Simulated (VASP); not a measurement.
# Ag (P6_3/mmc) in VASP: a series of runs

The runs below take Ag through single point, with LDA.

Everything below comes from runs of VASP 6.6.1. Logs are shortened: lines on timing, memory, paths and dates and some standing lists are left out, and cuts for length are marked.

## (1) The cell of the first run

The structure is hexagonal, space group P6_3/mmc (No. 194). The conventional cell has a = 2.886 Å, b = 2.886 Å, c = 9.900 Å, α = 90.00°, β = 90.00°, γ = 120.00°. Within 3.8 Å of Ag (site symmetry -6m2) lie 12 Ag at 2.89 to 2.98 Å. Within 3.8 Å of Ag (site symmetry -3m) lie 12 Ag at 2.89 to 2.98 Å.

This isn't the form of Ag at room conditions, which is fcc.

## (2) Single point, LDA (zz strain of -1 %)

INCAR reads:

```
SYSTEM = Ag
ALGO = Normal
EDIFF = 1E-6
ENCUT = 520
GGA = CA
ISIF = 2
ISMEAR = -1
LASPH = .TRUE.
LCHARG = .FALSE.
LREAL = .FALSE.
LWAVE = .FALSE.
NBANDS = 30
NELM = 100
PREC = Accurate
SIGMA = 0.08
```

KPOINTS reads:

```
k-points
0
G
  14 14 4
  0 0 0
```

POSCAR reads:

```
Ag
1.0
    2.8861989086      0.0000000000      0.0000000000
   -1.4430994543      2.4995215753      0.0000000000
    0.0000000000      0.0000000000      9.9000000000
Ag
4
Direct
    0.3333333333      0.6666666667      0.2500000000
    0.6666666667      0.3333333333      0.7500000000
    0.0000000000      0.0000000000      0.0000000000
    0.0000000000      0.0000000000      0.5000000000
```

Potentials or basis: VASP PAW LDA potentials, release 64 (Ag).

Launch:

```bash
$ cat potpaw_LDA.64/Ag/POTCAR > POTCAR
$ mpirun -np 1 vasp_std > vasp.out
```

OUTCAR:

```text
SYSTEM = Ag
   EDIFF = 1E-6
   ENCUT = 520
   GGA = CA
   ISIF = 2
   ISMEAR = -1
   LASPH = .TRUE.
   LREAL = .FALSE.
   NELM = 100
   PREC = Accurate

 ion  position               nearest neighbor table
   1  0.333  0.667  0.250-   3 2.98   4 2.98   3 2.98   4 2.98   3 2.98   4 2.98
   2  0.667  0.333  0.750-   3 2.98   4 2.98   3 2.98   4 2.98   3 2.98   4 2.98
   3  0.000  0.000  0.000-   1 2.98   2 2.98   2 2.98   1 2.98   2 2.98   1 2.98
   4  0.000  0.000  0.500-   1 2.98   2 2.98   2 2.98   1 2.98   2 2.98   1 2.98

  LATTYP: Found a hexagonal cell.
 ALAT       =     2.8861989086
 C/A-ratio  =     3.4301170202

  Lattice vectors:

 A1 = (   2.8861989086,   0.0000000000,   0.0000000000)
 A2 = (  -1.4430994543,   2.4995215753,   0.0000000000)
 A3 = (   0.0000000000,   0.0000000000,   9.9000000000)

Analysis of symmetry for initial positions (statically):
=====================================================================
 Subroutine PRICEL returns:
 Original cell was already a primitive cell.

 Routine SETGRP: Setting up the symmetry group for a
 hexagonal supercell.

 Subroutine GETGRP returns: Found 24 space group operations
 (whereof 12 operations were pure point group operations)
 out of a pool of 24 trial point group operations.

The static configuration has the point symmetry D_3d.
 The point group associated with its full space group is D_6h.

Analysis of symmetry for dynamics (positions and initial velocities):
=====================================================================
 Subroutine PRICEL returns:
 Original cell was already a primitive cell.

 Routine SETGRP: Setting up the symmetry group for a
 hexagonal supercell.

 Subroutine GETGRP returns: Found 24 space group operations
 (whereof 12 operations were pure point group operations)
 out of a pool of 24 trial point group operations.

The dynamic configuration has the point symmetry D_3d.
 The point group associated with its full space group is D_6h.

 Subroutine INISYM returns: Found 24 space group operations
 (whereof 12 operations are pure point group operations),
 and found     1 'primitive' translations

----------------------------------------------------------------------------------------

                                     Primitive cell

  volume of cell :      71.4198

  direct lattice vectors                    reciprocal lattice vectors
     2.886198909  0.000000000  0.000000000     0.346476467  0.200038281  0.000000000
    -1.443099454  2.499521575  0.000000000     0.000000000  0.400076563  0.000000000
     0.000000000  0.000000000  9.900000000     0.000000000  0.000000000  0.101010101

  length of vectors
     2.886198909  2.886198909  9.900000000     0.400076563  0.400076563  0.101010101

  position of ions in fractional coordinates (direct lattice)
     0.333333333  0.666666667  0.250000000
     0.666666667  0.333333333  0.750000000
     0.000000000  0.000000000  0.000000000
     0.000000000  0.000000000  0.500000000

  ion indices of the primitive-cell ions
   primitive index   ion index
                 1           1
                 2           2
                 3           3
                 4           4

----------------------------------------------------------------------------------------

 KPOINTS: k-points

Automatic generation of k-mesh.
 Grid dimensions read from file:
 generate k-points for:   14   14    4

 Generating k-lattice:

  Cartesian coordinates                     Fractional coordinates (reciprocal lattice)
     0.024748319  0.014288449  0.000000000     0.071428571 -0.000000000  0.000000000
     0.000000000  0.028576897  0.000000000     0.000000000  0.071428571  0.000000000
     0.000000000  0.000000000  0.025252525     0.000000000  0.000000000  0.250000000

  Length of vectors
     0.028576897  0.028576897  0.025252525

  Shift w.r.t. Gamma in fractional coordinates (k-lattice)
     0.000000000  0.000000000  0.000000000

 Subroutine IBZKPT returns following result:
 ===========================================

 Found     72 irreducible k-points:

 Following reciprocal coordinates:
            Coordinates               Weight
  0.000000  0.000000  0.000000      1.000000
  0.071429  0.000000  0.000000      6.000000
  0.142857  0.000000  0.000000      6.000000
  0.214286 -0.000000  0.000000      6.000000
  0.285714 -0.000000  0.000000      6.000000
  0.357143 -0.000000  0.000000      6.000000
[... 16 lines left out ...]
  0.285714  0.285714  0.000000      6.000000
  0.357143  0.285714  0.000000      6.000000
 [... further k-points ...]
   k-points           NKPTS =     72   k-points in BZ     NKDIM =     72   number of bands    NBANDS=     30
   number of dos      NEDOS =    301   number of ions     NIONS =      4
   total plane-waves  NPLWV =  46080
   dimension x,y,z NGX =    24 NGY =   24 NGZ =   80
   dimension x,y,z NGXF=    48 NGYF=   48 NGZF=  160
   ions per type =               4
   NGX,Y,Z   is equivalent  to a cutoff of  13.82, 13.82, 13.43 a.u.
   NGXF,Y,Z  is equivalent  to a cutoff of  27.65, 27.65, 26.87 a.u.
 SYSTEM =  Ag
   PREC   = accura    normal or accurate (medium, high low for compatibility)
   ISTART =      0    job   : 0-new  1-cont  2-samecut
   ICHARG =      2    charge: 1-file 2-atom 10-const
   ISPIN  =      1    spin polarized calculation?
   LNONCOLLINEAR =      F non collinear calculations
   LSORBIT =      F    spin-orbit coupling
   LASPH  =      T    aspherical Exc in radial PAW
   ENCUT  =  520.0 eV  38.22 Ry    6.18 a.u.   5.37  5.37 18.41*2*pi/ulx,y,z
   NELM   =    100;   NELMIN=  2; NELMDL= -5     # of ELM steps
   EDIFF  = 0.1E-05   stopping-criterion for ELM
   LREAL  =      F    real-space projection
   EDIFFG = 0.1E-04   stopping-criterion for IOM
   NSW    =      0    number of steps for IOM
   IBRION =     -1    ionic relax: 0-MD 1-quasi-New 2-CG
   NFREE  =      0    steps in history (QN), initial steepest desc. (CG)
   ISIF   =      2    stress and relaxation
   ISYM   =      2    0-nonsym 1-usesym 2-fastsym
   POTIM  = 0.5000    time-step for ionic-motion
   TEBEG  =    0.0;   TEEND  =   0.0 temperature during run
   PSTRESS=    0.0 pullay stress
   NELECT =      44.0000    total number of electrons
   NUPDOWN=      -1.0000    fix difference up-down
   EMIN   =  10.00;   EMAX   =-10.00  energy-range for DOS
   EFERMI =   0.00;   METHOD = LEGACY
   ISMEAR =    -1;   SIGMA  =   0.08  broadening in eV -4-tet -1-fermi 0-gaus
   EFERMI_NEDOS =   21; number of points for ismear=-14 and -15
   IALGO  =     38    algorithm
   IMIX   =      4    mixing-type and parameters
     AMIX     =   0.40;   BMIX     =  1.00
     AMIX_MAG =   1.60;   BMIX_MAG =  1.00
  volume/ion in A,a.u.               =      17.85       120.49
  Fermi-wavevector in a.u.,A,eV,Ry     =   1.393006  2.632399 26.401633  1.940465
  Thomas-Fermi vector in A             =   2.516694
   LORBIT       =      0    0 simple, 1 ext, 2 COOP (PROOUT), +10 PAW based schemes
   GGA     = CA    functional components
   LHFCALC =     F    Hartree Fock is set to
   AEXX    =    0.0000 exact exchange contribution
   IVDW    =     0    specifies the selected vdW correction
   LEPSILON=     F    determine dielectric tensor
   LRPA    =     F    only Hartree local field effects (RPA)
 non-spin polarized calculation
  energy-cutoff  :      520.00
  volume of cell :       71.42
 maximum number of plane-waves:      1981
 NGX is ok and might be reduce to    24
   NGX = 11   NGY = 11   NGZ = 37

 number of electron      44.0000009 magnetization

 Free energy of the ion-electron system (eV)
  ---------------------------------------------------
  ext. energy  EPLUGINS =         0.00000000
  ---------------------------------------------------
  free energy    TOTEN  =       -14.82338398 eV

  energy without entropy =      -14.79481280  energy(sigma->0) =      -14.80909839

 E-fermi :   7.4713     XC(G=0): -12.3117

 val. band max:        7.4522912601   @ k =   0.3571   0.1429   0.5000
 cond. band min:       7.4874775284   @ k =   0.2143   0.0714   0.5000
 fundamental gap:      0.0351862683
 Fermi energy:         7.4713325018

 k-point     1 :       0.0000    0.0000    0.0000
  band No.  band energies     occupation
      1       0.0185      2.00000
      2       1.2343      2.00000
      3       1.2380      2.00000
      4       1.3416      2.00000
      5       2.7100      2.00000
      6       2.9196      2.00000
[... 22 lines left out ...]
     29      23.2598      0.00000
     30      24.2343      0.00000

 k-point     2 :       0.0714    0.0000    0.0000
  band No.  band energies     occupation
      1       0.1614      2.00000
      2       1.3617      2.00000
      3       1.3642      2.00000
      4       1.4330      2.00000
      5       2.7321      2.00000
      6       2.8320      2.00000
[... 22 lines left out ...]
     29      23.2183      0.00000
     30      23.6988      0.00000

 k-point     3 :       0.1429    0.0000    0.0000
  band No.  band energies     occupation
      1       0.5684      2.00000
      2       1.6486      2.00000
      3       1.6927      2.00000
      4       1.7099      2.00000
      5       2.5714      2.00000
      6       2.6900      2.00000
[... 22 lines left out ...]
     29      22.1940      0.00000
     30      22.2213      0.00000

 k-point     4 :       0.2143   -0.0000    0.0000
  band No.  band energies     occupation
      1       1.1400      2.00000
      2       1.8117      2.00000
      3       1.9508      2.00000
      4       2.0382      2.00000
      5       2.3596      2.00000
      6       2.4454      2.00000
[... 22 lines left out ...]
     29      19.8775      0.00000
     30      19.9288      0.00000

 k-point     5 :       0.2857   -0.0000    0.0000
  band No.  band energies     occupation
      1       1.5540      2.00000
      2       1.7440      2.00000
      3       1.8323      2.00000
      4       2.0241      2.00000
      5       2.2342      2.00000
      6       2.2982      2.00000
[... 22 lines left out ...]
     29      18.7616      0.00000
     30      18.9563      0.00000
[... 526 lines left out ...]
     29      14.9144      0.00000
     30      16.2758      0.00000

 k-point    22 :       0.3571    0.2143    0.0000
  band No.  band energies     occupation
      1       1.8150      2.00000
      2       1.8916      2.00000
      3       2.0324      2.00000
      4       2.2816      2.00000
      5       2.3821      2.00000
      6       2.4359      2.00000
[... 22 lines left out ...]
     29      15.4601      0.00000
     30      15.9508      0.00000

 k-point    23 :       0.2857    0.2857    0.0000
  band No.  band energies     occupation
      1       2.0363      2.00000
      2       2.0492      2.00000
      3       2.0845      2.00000
      4       2.3194      2.00000
      5       2.4139      2.00000
      6       2.5233      2.00000
[... 22 lines left out ...]
     29      14.0969      0.00000
     30      14.9103      0.00000

 k-point    24 :       0.3571    0.2857    0.0000
  band No.  band energies     occupation
      1       2.0278      2.00000
      2       2.1341      2.00000
      3       2.2427      2.00000
      4       2.3055      2.00000
      5       2.3480      2.00000
      6       2.4450      2.00000
[... 22 lines left out ...]
     29      14.0166      0.00000
     30      16.2535      0.00000

 [... further k-points ...]
[... 5 lines left out ...]
  --------------------------------------------------------------------------------------
  -------------------------------------------------------------------------------------
  Total       -4.1800263     -4.1800263     -5.6749736      0.0000000     -0.0000000      0.0000000
  in kB      -93.7715852    -93.7715852   -127.3081142      0.0000000     -0.0000000      0.0000000
  external PRESSURE =    -104.9504282 kB  Pullay stress =       0.0000000 kB

 VOLUME and BASIS-vectors are now :
 -----------------------------------------------------------------------------
  energy-cutoff  :      520.00
  volume of cell :       71.42
      direct lattice vectors                 reciprocal lattice vectors
     2.886198909  0.000000000  0.000000000     0.346476467  0.200038281  0.000000000
    -1.443099454  2.499521575  0.000000000     0.000000000  0.400076563  0.000000000
     0.000000000  0.000000000  9.900000000     0.000000000  0.000000000  0.101010101

 POSITION                                       TOTAL-FORCE (eV/Angst)
 -----------------------------------------------------------------------------------
     -0.00000      1.66635      2.47500        -0.000000     -0.000000      0.000000
      1.44310      0.83317      7.42500         0.000000      0.000000     -0.000000
      0.00000      0.00000      0.00000         0.000000      0.000000     -0.000000
      0.00000      0.00000      4.95000        -0.000000      0.000000     -0.000000
 -----------------------------------------------------------------------------------
    total drift:                               -0.000000      0.000000     -0.000000

  FREE ENERGIE OF THE ION-ELECTRON SYSTEM (eV)
  ---------------------------------------------------
  free  energy   TOTEN  =       -14.8233839799 eV

  energy  without entropy=      -14.7948128010  energy(sigma->0) =      -14.80909839
```

Run time: 87 s. Hardware: 1 thread of Intel Xeon Platinum 8488C (Sapphire Rapids), shared host; peak memory 0.24 GiB.

Results:

```
Free energy            : -14.8234 eV
Pressure               : -10.5 GPa
Band gap on the k mesh : zero (bands 22 and 23 overlap by 5.99 eV)
```

Stress tensor (GPa, compression positive):
```
 -9.38   0.00   0.00
  0.00  -9.38   0.00
  0.00   0.00 -12.73
```

Levels at points of the mesh, in eV from the Fermi level:
```csv
k point,band 19,band 20,band 21,band 22,band 23,band 24,band 25,band 26
"(0.00, 0.00, 0.00)",-3.39,-3.27,-3.27,-2.93,-2.93,-0.59,2.73,9.79
"(0.50, 0.00, 0.00)",-2.68,-2.65,0.03,0.85,1.14,1.65,4.23,4.26
"(0.00, 0.00, 0.50)",-3.06,-3.06,-3.06,-3.06,-2.54,-2.54,5.45,5.45
"(0.50, 0.00, 0.50)",-2.66,-2.66,0.41,0.41,1.50,1.50,4.57,4.57
```

Caveat: the cell differs from its parent crystal (zz strain of -1 %); the cell stands under tension.

## (3) Single point, LDA (zz strain of +2 %)

INCAR reads:

```
PREC = Accurate
ENCUT = 520
EDIFF = 1E-6
ISMEAR = -1
SIGMA = 0.08
LREAL = False
LASPH = True
NELM = 100
ALGO = Normal
ISIF = 2
LWAVE = False
LCHARG = False
NBANDS = 30
```

KPOINTS reads:

```
regular mesh
0
Gamma
  14 14 4
```

POSCAR: that of step 2 with these lines changed.

```diff
@@ -4,3 +4,3 @@
    -1.4430994543      2.4995215753      0.0000000000
-    0.0000000000      0.0000000000      9.9000000000
+    0.0000000000      0.0000000000     10.2000000000
 Ag
```

Potentials or basis: VASP PAW LDA potentials, release 64 (Ag).

Launch:

```bash
$ cat potpaw_LDA.64/Ag/POTCAR > POTCAR
$ mpirun -np 1 vasp_std > vasp.out
```

Run time: 96 s. Hardware: 1 thread of Intel Xeon Platinum 8488C (Sapphire Rapids), shared host; peak memory 0.24 GiB.

It converged, with:

```yaml
Free_energy: -14.6365 eV
Pressure: -12.0 GPa
Band_gap_on_the_k_mesh: zero (bands 22 and 23 overlap by 6.09 eV)
```

Stress tensor (GPa, compression positive):
```
-10.51   0.00   0.00
  0.00 -10.51   0.00
  0.00   0.00 -15.01
```

Levels at points of the mesh, in eV from the Fermi level:
| k point | band 20 | band 21 | band 22 | band 23 | band 24 | band 25 |
| --- | --- | --- | --- | --- | --- | --- |
| (0.00, 0.00, 0.00) | -3.25 | -3.25 | -2.96 | -2.96 | -0.70 | 2.19 |
| (0.50, 0.00, 0.00) | -2.63 | 0.13 | 0.90 | 1.17 | 1.67 | 4.15 |
| (0.00, 0.00, 0.50) | -3.06 | -3.06 | -3.06 | -2.59 | -2.59 | 4.83 |
| (0.50, 0.00, 0.50) | -2.64 | 0.47 | 0.47 | 1.52 | 1.52 | 4.45 |

Caveat: the cell differs from its parent crystal (zz strain of +2 %); the cell stands under tension.
